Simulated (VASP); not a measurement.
# Na2S in VASP: notebook, part 2 of 2

VASP 6.6.1.

### Step 6. Relaxation of the atoms, PBEsol (equal xy, yz and zx engineering shears of +0.5 %)

Input file INCAR:

```
SYSTEM = Na2S
PREC = Accurate ; ENCUT = 450
EDIFF = 1E-7 ; ISMEAR = 0
SIGMA = 0.01 ; LREAL = .False.
LASPH = .True. ; NELM = 120
ALGO = Normal ; ISIF = 2
LWAVE = .False. ; LCHARG = .False.
GGA = PS ; IBRION = 2
NSW = 50 ; EDIFFG = -0.002
GGA_COMPAT = .False. ; NELMIN = 4
```

Input file KPOINTS:

```
regular mesh
0
Gamma
  6 6 6
  0 0 0
```

Input file POSCAR:

```
Na2S
1.0
    0.0162531116      3.2587488685      3.2587488685
    3.2587488685      0.0162531116      3.2587488685
    3.2587488685      3.2587488685      0.0162531116
Na S
2 1
Direct
    0.2500000000      0.2500000000      0.2500000000
    0.7500000000      0.7500000000      0.7500000000
    0.0000000000      0.0000000000      0.0000000000
```

Potentials or basis: VASP PAW PBE potentials, release 64 (Na_pv, S).

On the command line:

```bash
> cat potpaw_PBE.64/Na_pv/POTCAR potpaw_PBE.64/S/POTCAR > POTCAR
> mpirun -np 1 vasp_std > vasp.out
```

OUTCAR:

```text
SYSTEM = Na2S
   PREC = Accurate
   ENCUT = 450
   EDIFF = 1E-7
   ISMEAR = 0
   LREAL = .False.
   LASPH = .True.
   NELM = 120
   ISIF = 2
   GGA = PS
   IBRION = 2
   NSW = 50
   EDIFFG = -0.002
   NELMIN = 4

 ion  position               nearest neighbor table
   1  0.250  0.250  0.250-
   2  0.750  0.750  0.750-
   3  0.000  0.000  0.000-

  LATTYP: Found a trigonal (rhomboedric) cell.
 ALAT       =     4.6085955062
 COS(alpha) =     0.5049812504

  Lattice vectors:

 A1 = (   0.0162531116,   3.2587488685,   3.2587488685)
 A2 = (   3.2587488685,   0.0162531116,   3.2587488685)
 A3 = (   3.2587488685,   3.2587488685,   0.0162531116)

Analysis of symmetry for initial positions (statically):
=====================================================================
 Subroutine PRICEL returns:
 Original cell was already a primitive cell.

 Routine SETGRP: Setting up the symmetry group for a
 trigonal (rhombohedral) supercell.

 Subroutine GETGRP returns: Found 12 space group operations
 (whereof 12 operations were pure point group operations)
 out of a pool of 12 trial point group operations.

The static configuration has the point symmetry D_3d.

Analysis of symmetry for dynamics (positions and initial velocities):
=====================================================================
 Subroutine PRICEL returns:
 Original cell was already a primitive cell.

 Routine SETGRP: Setting up the symmetry group for a
 trigonal (rhombohedral) supercell.

 Subroutine GETGRP returns: Found 12 space group operations
 (whereof 12 operations were pure point group operations)
 out of a pool of 12 trial point group operations.

The dynamic configuration has the point symmetry D_3d.

 Subroutine INISYM returns: Found 12 space group operations
 (whereof 12 operations are pure point group operations),
 and found     1 'primitive' translations

[... 138 lines left out ...]

 Free energy of the ion-electron system (eV)
  ---------------------------------------------------
  ext. energy  EPLUGINS =         0.00000000
  ---------------------------------------------------
  free energy    TOTEN  =       -10.37387120 eV

  energy without entropy =      -10.37387120  energy(sigma->0) =      -10.37387120

------------------------ aborting loop because EDIFF is reached ----------------------------------------

  FORCE on cell =-STRESS in cart. coord.  units (eV):
  Direction    XX          YY          ZZ          XY          YZ          ZX
  --------------------------------------------------------------------------------------
  -------------------------------------------------------------------------------------
  Total       -0.0216131     -0.0216131     -0.0216131     -0.0445192     -0.0445192     -0.0445192
  in kB       -0.5040867     -0.5040867     -0.5040867     -1.0383338     -1.0383338     -1.0383338
  external PRESSURE =      -0.5040867 kB  Pullay stress =       0.0000000 kB
[... 135 lines left out ...]
--------------------------------------- Ionic step        5  -------------------------------------------

 number of electron      19.9999982 magnetization

 Free energy of the ion-electron system (eV)
  ---------------------------------------------------
  ext. energy  EPLUGINS =         0.00000000
  ---------------------------------------------------
  free energy    TOTEN  =       -10.37392137 eV

  energy without entropy =      -10.37392137  energy(sigma->0) =      -10.37392137

 E-fermi :   0.2566     XC(G=0):  -8.0236

 val. band max:        0.1975697224   @ k =   0.0000   0.0000   0.0000
 cond. band min:       2.6134551240   @ k =   0.0000   0.0000   0.0000
 fundamental gap:      2.4158854016
 Fermi energy:         0.2565716789

 k-point     1 :       0.0000    0.0000    0.0000
  band No.  band energies     occupation
      1     -21.8393      2.00000
      2     -21.8384      2.00000
      3     -21.8384      2.00000
      4     -21.7806      2.00000
      5     -21.7806      2.00000
      6     -21.7803      2.00000
      7      -9.9637      2.00000
      8       0.1774      2.00000
      9       0.1976      2.00000
     10       0.1976      2.00000
     11       2.6135      0.00000
     12       7.8563      0.00000
     13       7.9432      0.00000
     14       7.9432      0.00000
[... 377 lines left out ...]
      1     -21.8644      2.00000
      2     -21.8546      2.00000
      3     -21.8315      2.00000
      4     -21.7924      2.00000
      5     -21.7708      2.00000
      6     -21.7673      2.00000
      7      -9.6161      2.00000
      8      -1.1083      2.00000
      9      -0.5925      2.00000
     10      -0.3860      2.00000
     11       4.5630      0.00000
     12       6.8280      0.00000
     13       7.9958      0.00000
     14       8.0852      0.00000

 [... further k-points ...]

------------------------ aborting loop because EDIFF is reached ----------------------------------------

  FORCE on cell =-STRESS in cart. coord.  units (eV):
  Direction    XX          YY          ZZ          XY          YZ          ZX
  --------------------------------------------------------------------------------------
  -------------------------------------------------------------------------------------
  Total       -0.0215375     -0.0215375     -0.0215375     -0.0382599     -0.0382599     -0.0382599
  in kB       -0.5023248     -0.5023248     -0.5023248     -0.8923459     -0.8923459     -0.8923459
  external PRESSURE =      -0.5023248 kB  Pullay stress =       0.0000000 kB
[... 18 lines left out ...]
  FREE ENERGIE OF THE ION-ELECTRON SYSTEM (eV)
  ---------------------------------------------------
  free  energy   TOTEN  =       -10.3739213712 eV

  energy  without entropy=      -10.3739213712  energy(sigma->0) =      -10.37392137

 reached required accuracy - stopping structural energy minimisation
```

It took 30 s on 1 thread of Intel Xeon Platinum 8488C (Sapphire Rapids), shared host; peak memory 0.18 GiB.

Results:

* Free energy: -10.3739 eV
* Energy gained by relaxing: 0.0 meV/atom
* Ionic steps: 5
* Pressure after relaxing: -0.1 GPa
* Band gap on the k mesh: 2.42 eV

Final structure:
```
CELL_PARAMETERS angstrom
0.01625 3.25875 3.25875
3.25875 0.01625 3.25875
3.25875 3.25875 0.01625
ATOMIC_POSITIONS crystal
Na 0.24965 0.24965 0.24965
Na 0.75035 0.75035 0.75035
S 0.00000 0.00000 0.00000
```

Levels at points of the mesh, in eV from the valence-band top:
```csv
k point,band 6,band 7,band 8,band 9,band 10,band 11,band 12,band 13,band 14
"(0.00, 0.00, 0.00)",-21.98,-10.16,-0.02,0.00,0.00,2.42,7.66,7.75,7.75
"(0.50, 0.00, 0.00)",-22.01,-9.90,-1.71,-0.15,-0.14,4.77,6.38,7.05,7.10
"(0.50, 0.50, 0.00)",-21.96,-9.81,-1.53,-0.49,-0.47,3.70,6.00,8.54,9.76
"(0.50, 0.50, 0.50)",-22.01,-9.90,-1.72,-0.13,-0.13,4.79,6.37,7.12,7.12
```

Caveat: the cell differs from its parent crystal (equal xy, yz and zx engineering shears of +0.5 %); the PAW data sets were made with another functional, which shifts forces and pressure a little.

### Step 7. Overview

```csv
task,cell,cutoff (eV),gap on the mesh (eV),pressure (GPa)
single point,"a = 4.609, b = 4.609, c = 4.597 Å, angles 60.1, 60.1, 59.8°, 3 atoms",500,2.41,-0.1
single point,"a = 4.586 Å, angles 60.3°, 3 atoms",500,2.41,0.1
single point,"a = 4.609 Å, angles 59.7°, 3 atoms",500,2.42,0.1
relaxation of the atoms,"atoms relaxed from a = 4.586 Å, angles 60.3°, 3 atoms",450,2.41,-0.1
relaxation of the atoms,"atoms relaxed from a = 4.609 Å, angles 59.7°, 3 atoms",450,2.42,-0.1
```

Alike in all rows: level PBEsol; potentials or basis VASP PAW PBE potentials, release 64 (Na_pv, S); no spin polarisation; k mesh 6 × 6 × 6; smearing gaussian 0.01 eV.

Caveats: the PAW data sets were made with another functional, which shifts forces and pressure a little.

Absolute energies hang on the potentials; compare differences alone.
